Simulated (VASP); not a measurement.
Set up this calculation in VASP 6.6.1, as the native input.

```
Task                   : single point
Functional             : PBE
Potentials or basis    : VASP PAW PBE potentials, release 64 (Mg, Cd, C, N)
Cutoff                 : 520 eV
k mesh                 : 4 × 4 × 4
Occupations            : gaussian, width 0.1 eV
Spin                   : no spin polarisation
Dipole correction      : no
Further INCAR settings : ALGO = Fast; EDIFF = 1e-06; NBANDS = 47
```

The structure of MgCdC6N6 lies in POSCAR:

```
MgCdC6N6
1.0
    0.0000000000      5.2475000000      5.2475000000
    5.2475000000      0.0000000000      5.2475000000
    5.2475000000      5.2475000000      0.0000000000
Mg Cd C N
1 1 6 6
Direct
    0.0000000000      0.0000000000      0.0000000000
    0.5000000000      0.5000000000      0.5000000000
    0.8113387300      0.1886612700      0.1886612700
    0.1886612700      0.8113387300      0.1886612700
    0.1886612700      0.1886612700      0.8113387300
    0.1886612700      0.8113387300      0.8113387300
    0.8113387300      0.1886612700      0.8113387300
    0.8113387300      0.8113387300      0.1886612700
    0.6998570700      0.3001429300      0.3001429300
    0.3001429300      0.6998570700      0.3001429300
    0.3001429300      0.3001429300      0.6998570700
    0.3001429300      0.6998570700      0.6998570700
    0.6998570700      0.3001429300      0.6998570700
    0.6998570700      0.6998570700      0.3001429300
```

These files were run (other wordings do the same):

INCAR

```
SYSTEM = MgCdC6N6
ALGO = Fast
EDIFF = 1E-6
ENCUT = 520
GGA = PE
ISIF = 2
ISMEAR = 0
LASPH = .TRUE.
LCHARG = .FALSE.
LREAL = .FALSE.
LWAVE = .FALSE.
NBANDS = 47
NELM = 60
PREC = Accurate
SIGMA = 0.1
```

KPOINTS

```
k-points
0
G
  4 4 4
  0 0 0
```

Potentials or basis: VASP PAW PBE potentials, release 64 (Mg, Cd, C, N).

Run with:

```console
$ cat potpaw_PBE.64/Mg/POTCAR potpaw_PBE.64/Cd/POTCAR potpaw_PBE.64/C/POTCAR potpaw_PBE.64/N/POTCAR > POTCAR
$ mpirun -np 1 vasp_std > vasp.out
```

Results of the run:

The pressure is 10.4 GPa, the largest force is 2.480 eV/Å and the band gap on the k mesh is zero (bands 34 and 35 overlap by 0.49 eV).

Caveat: the cell stands under pressure; forces of over 1 eV/Å act on the atoms, so gaps and moduli don't describe the material at rest.

It took 2.6 min on 1 thread of Oxide Virtual Turin-like Processor, on a shared host, peak memory 0.44 GiB.
